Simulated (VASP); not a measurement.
# Y: electric field gradients with PBE

Y:

```
Y
1.0
     0.00000    2.49752    2.46015
     2.49752    0.00000    2.46015
     2.49752    2.49752    0.00000
Y
1
Direct
  0.00000 0.00000 0.00000
```

This cell differs from its parent crystal: z stretched by -1 % at fixed volume.

```json
{
 "Program": "VASP 6.6.1",
 "Task": "electric field gradients",
 "Functional": "PBE",
 "Potentials or basis": "VASP PAW PBE potentials, release 64 (Y_sv)",
 "Cutoff": "520 eV",
 "k mesh": "13 × 13 × 13",
 "Occupations": "fermi-dirac, width 0.05 eV",
 "Spin": "no spin polarisation",
 "Dipole correction": "no",
 "Further INCAR settings": "ALGO = Normal; EDIFF = 1e-08; NBANDS = 12"
}
```

- Pressure: 2.3 GPa
- Band gap on the k mesh: zero (an odd number of electrons rules out a gap without spin polarisation)
- Largest electric field gradient by atom: Y +1.3 V/Å²

Stress tensor (GPa, compression positive):
```
2.11 0.00 0.00
0.00 2.11 0.00
0.00 0.00 2.57
```

Levels at points of the mesh, in eV from the Fermi level:
```tsv
k point	band 2	band 3	band 4	band 5	band 6	band 7	band 8	band 9
(0.00, 0.00, 0.00)	-22.19	-22.19	-22.19	-4.84	1.81	1.81	1.94	3.91
```

Electric field gradients, principal values (V/Å²):
```csv
atom,least,middle,greatest (by size)
1 Y,-0.642,-0.642,1.284
```

It took 54 s on 1 thread of AMD EPYC 7R13 Processor (Zen 3) (shared host), peak memory 0.2 GiB.

Caveat: without QUAD_EFG the Cq values of the log hold for a quadrupole moment of 1 mb, not for the nuclei.
